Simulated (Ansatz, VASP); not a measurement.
MgS: VASP beside Ansatz

```
CELL_PARAMETERS angstrom
0.00000 2.39352 2.49758
2.39352 0.00000 2.49758
2.39352 2.39352 0.00000
ATOMIC_POSITIONS crystal
Mg 0.00000 0.00000 0.00000
S 0.50000 0.50000 0.50000
```

Change from the starting cell: strain -0.080 along x and y, -0.040 along z, atoms carried along.

Alike in both runs: task single point; functional PBEsol; k mesh 8 × 8 × 8; occupations gaussian, width 0.05 eV; no spin polarisation.

|  | VASP | Ansatz |
| --- | --- | --- |
| version | VASP 6.6.1 | Ansatz 0.2.0 |
| potentials or method | VASP PAW PBE potentials, release 64 (Mg, S), cutoff 600 eV | scalar-relativistic, plane waves, PAW |
| valence electrons in the cell | 8 | 16 |

```tsv
	VASP	Ansatz	Ansatz less VASP
gap on the k mesh at the Fermi level (eV)	2.92	2.90	-0.022
least direct gap on the mesh (eV)	5.14	5.11	-0.029
pressure (GPa)	23.1	23.2	+0.03
traceless stress, the component that is largest in VASP (GPa)	-7.52	-7.47	+0.045
```

VASP's potentials were made for PBE, not for PBEsol. VASP's potentials hold 8 valence electrons a cell and Ansatz's 16, so a difference there can come from the potentials and not from the codes.
